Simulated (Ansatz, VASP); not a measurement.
# ZnF2 in VASP and in Ansatz

Contents of INCAR:

```
SYSTEM = ZnF2
PREC     = Accurate       ! precision mode
ENCUT    = 600            ! plane-wave cutoff, eV
EDIFF    = 1E-6           ! SCF threshold, eV
ISMEAR   = 0              ! smearing method
SIGMA    = 0.01           ! smearing width, eV
LREAL    = .FALSE.        ! projectors in reciprocal space
LASPH    = .TRUE.         ! aspherical terms in the spheres
NELM     = 120            ! most SCF steps
ALGO     = Normal         ! electronic algorithm
ISIF     = 2              ! what is computed and relaxed
LWAVE    = .FALSE.        ! write WAVECAR
LCHARG   = .FALSE.        ! write CHGCAR
GGA      = PE             ! functional
NBANDS   = 35             ! bands
GGA_COMPAT= .FALSE.
```

The input KPOINTS:

```
Automatic mesh
0
G
  4 4 6
  0 0 0
```

POSCAR

```
ZnF2
1.0
    4.5424344567      0.0000000000      0.0000000000
    0.0000000000      4.5424344567      0.0000000000
    0.0000000000      0.0000000000      3.0256506335
Zn F
2 4
Direct
    0.0000000000      0.0000000000      0.0000000000
    0.5000000000      0.5000000000      0.5000000000
    0.3024000000      0.3024000000      0.0000000000
    0.1976000000      0.8024000000      0.5000000000
    0.6976000000      0.6976000000      0.0000000000
    0.8024000000      0.1976000000      0.5000000000
```

Input for Ansatz:

```yaml
crystal:
  lattice:
    - [4.5424344566925665, 0.0, 0.0]
    - [0.0, 4.5424344566925665, 0.0]
    - [0.0, 0.0, 3.0256506334771225]
  atoms:
    - { symbol: Zn, position: [0.0, 0.0, 0.0] }
    - { symbol: Zn, position: [0.5, 0.5, 0.5] }
    - { symbol: F, position: [0.3024, 0.3024, 0.0] }
    - { symbol: F, position: [0.1976, 0.8024, 0.5] }
    - { symbol: F, position: [0.6976, 0.6976, 0.0] }
    - { symbol: F, position: [0.8024, 0.1976, 0.5] }
basis:
  ecutwfc: 500.0
kpoints:
  mp_grid:
    grid: [4, 4, 6]
hamiltonian:
  xc: pbe
  pseudopotentials:
    kind: paw
scf:
  occupations:
    method: fixed
output:
  stress: true
```

Alike in both runs: task single point; functional PBE; k mesh 4 × 4 × 6; no spin polarisation.

```csv
,VASP,Ansatz
version,VASP 6.6.1,Ansatz 0.2.0
potentials or method,"VASP PAW PBE potentials, release 64 (Zn, F), cutoff 600 eV","plane waves, PAW"
occupations,"gaussian, width 0.01 eV",fixed
valence electrons in the cell,52,52
```

VASP gave:

| Item | Value |
| --- | --- |
| pressure (GPa) | 24.0 |
| traceless stress, the component that is largest in VASP (GPa) | 2.62 |

Problem. What did Ansatz give for the same quantities?

Solution. Pressure (GPa): 23.1; traceless stress, the component that is largest in VASP (GPa): 2.33.
